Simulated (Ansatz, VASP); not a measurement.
## CdF2 in VASP and in Ansatz

INCAR

```
SYSTEM = CdF2
ALGO = Normal ; EDIFF = 1E-6
EDIFFG = -0.005 ; ENCUT = 600
GGA = PE ; IBRION = 2
ISIF = 3 ; ISMEAR = -1
LASPH = .TRUE. ; LCHARG = .FALSE.
LREAL = .FALSE. ; LWAVE = .FALSE.
NELM = 100 ; NSW = 100
PREC = Accurate ; SIGMA = 0.05
```

KPOINTS

```
k-points
0
G
  11 11 11
  0 0 0
```

Contents of POSCAR:

```
CdF2
1.0
    0.0000000000      2.5553258337      2.5553258337
    2.5553258337      0.0000000000      2.5553258337
    2.5553258337      2.5553258337      0.0000000000
Cd F
1 2
Direct
    0.0000000000      0.0000000000      0.0000000000
    0.2500000000      0.2500000000      0.2500000000
    0.7500000000      0.7500000000      0.7500000000
```

Input for Ansatz:

```yaml
crystal:
  lattice:
    - [0.0, 2.5553258337, 2.5553258337]
    - [2.5553258337, 0.0, 2.5553258337]
    - [2.5553258337, 2.5553258337, 0.0]
  atoms:
    - { symbol: Cd, position: [0.0, 0.0, 0.0] }
    - { symbol: F, position: [0.25, 0.25, 0.25] }
    - { symbol: F, position: [0.75, 0.75, 0.75] }
kpoints:
  mp_grid: { grid: [11, 11, 11] }
scf:
  occupations: { method: fermi_dirac, width: 0.05 }
hamiltonian:
  xc: pbe
  pseudopotentials: { kind: paw }
output:
  forces: true
  stress: true
relax:
  f_tol: 0.005
  max_steps: 80
  cell: {}
```

Alike in both runs: task relaxation of cell and atoms; functional PBE; k mesh 11 × 11 × 11; occupations fermi-dirac, width 0.05 eV; no spin polarisation.

|  | VASP | Ansatz |
| --- | --- | --- |
| version | VASP 6.6.1 | Ansatz 0.2.0 |
| potentials or method | VASP PAW PBE potentials, release 64 (Cd, F) | PAW with Ansatz's default frozen-core files, scalar-relativistic |
| plane-wave cutoff (eV) | 600 | 420 |
| valence electrons in the cell | 26 | 34 |

|  | VASP | Ansatz | Ansatz less VASP |
| --- | --- | --- | --- |
| relaxed volume (Å³/atom) | 13.80 | 13.72 | -0.071 |
| relaxed length of the cell vector where the two differ most in proportion (Å) | 3.883 | 3.876 | -0.0067 |

VASP's potentials hold 26 valence electrons a cell and Ansatz's 34, so a difference there can come from the potentials and not from the codes.

Noted on VASP's run: the volume moved by over 15 % at a fixed basis, so the end points are rough.
